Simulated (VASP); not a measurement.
Co:

```
Co
1.0
     3.23218    0.00000    0.00000
    -1.61609    2.79915    0.00000
     0.00000    0.00000    3.66702
Co
3
Direct
  0.22540 0.00000 0.33333
  0.00000 0.22540 0.66667
  0.77460 0.77460 0.00000
```

```yaml
Program: VASP 6.6.1
Task: relaxation of cell and atoms
Functional: PBE
Potentials_or_basis: VASP PAW PBE potentials, release 64 (Co)
Cutoff: 600 eV
k_mesh: 6 × 6 × 6
Occupations: gaussian, width 0.1 eV
Spin: collinear spin, ferromagnetic start
Starting_moments: "[0.16, 0.16, 0.16] μB"
```

At the start: pressure 65.3 GPa; volume 11.06 Å³/atom.

Problem. How do energy, volume and symmetry change on relaxing?

Solution. Over 14 steps the energy falls by 1316.1 meV/atom and the volume is 11.82 Å³/atom (+6.9 %); space group P3_121 (No. 152, to 0.1 Å) before, R-3m (No. 166, to 0.1 Å); moment 0.00 μB per cell.

Step by step:
```tsv
step	energy change (eV)	largest force (eV/Å)	pressure (GPa)	volume (Å³)
1	0.0000	10.2825	65.27	33.18
2	-0.6627	0.4777	-27.47	59.22
3	-1.5495	0.2254	-28.45	53.63
4	-2.2818	0.0016	-27.72	49.39
5	-3.4529	0.7420	-14.25	40.80
6	-3.4458	1.4149	-6.59	39.07
7	-3.4704	1.0188	-11.02	39.98
8	-3.4698	1.0744	-10.41	39.84
9	-3.7745	1.0333	0.77	36.05
10	-3.8040	0.9642	7.58	34.57
11	-3.9371	0.1468	3.62	34.82
12	-3.9430	0.0281	3.04	34.89
13	-3.9438	0.0303	-2.56	35.98
14	-3.9484	0.0041	0.06	35.45
```

Final structure:
```cif
data_structure
_symmetry_space_group_name_H-M 'P 1'
_symmetry_Int_Tables_number 1
_cell_length_a 3.1779
_cell_length_b 3.1779
_cell_length_c 4.0532
_cell_angle_alpha 90.000
_cell_angle_beta 90.000
_cell_angle_gamma 120.000
_cell_volume 35.45
loop_
_atom_site_label
_atom_site_type_symbol
_atom_site_fract_x
_atom_site_fract_y
_atom_site_fract_z
_atom_site_occupancy
Co1 Co 0.33312 0.00000 0.33333 1
Co2 Co 0.00000 0.33312 0.66667 1
Co3 Co 0.66688 0.66688 0.00000 1
```

Caveat: the k points lie up to 0.38 Å⁻¹ apart in the final cell.
